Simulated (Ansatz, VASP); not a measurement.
# One calculation of Mo, two programs

```
Mo
1.0
    -1.61027    1.57100    1.57100
     1.61027   -1.57100    1.57100
     1.61027    1.57100   -1.57100
Mo
1
Direct
  0.00000 0.00000 0.00000
```

Change from the starting cell: strain +0.0250 x Voigt [1, 0, 0, 0, 0, 0], atoms carried along.

Alike in both runs: task single point; functional PBE; k mesh 22 × 22 × 22; occupations gaussian, width 0.15 eV; no spin polarisation.

|  | VASP | Ansatz |
| --- | --- | --- |
| version | VASP 6.6.1 | Ansatz 0.2.0 |
| potentials or method | VASP PAW PBE potentials, release 64 (Mo_sv), cutoff 520 eV | scalar-relativistic, plane waves, PAW |
| valence electrons in the cell | 14 | 14 |

Ansatz gave:

- gap on the k mesh at the Fermi level (eV): none
- pressure (GPa): -1.6
- traceless stress, the component that is largest in VASP (GPa): -4.73

Task: Estimate VASP's values.

Result: gap on the k mesh at the Fermi level (eV): none; pressure (GPa): -1.2; traceless stress, the component that is largest in VASP (GPa): -4.73.

A gap of «none» marks a metal or a gap that the smearing closes.
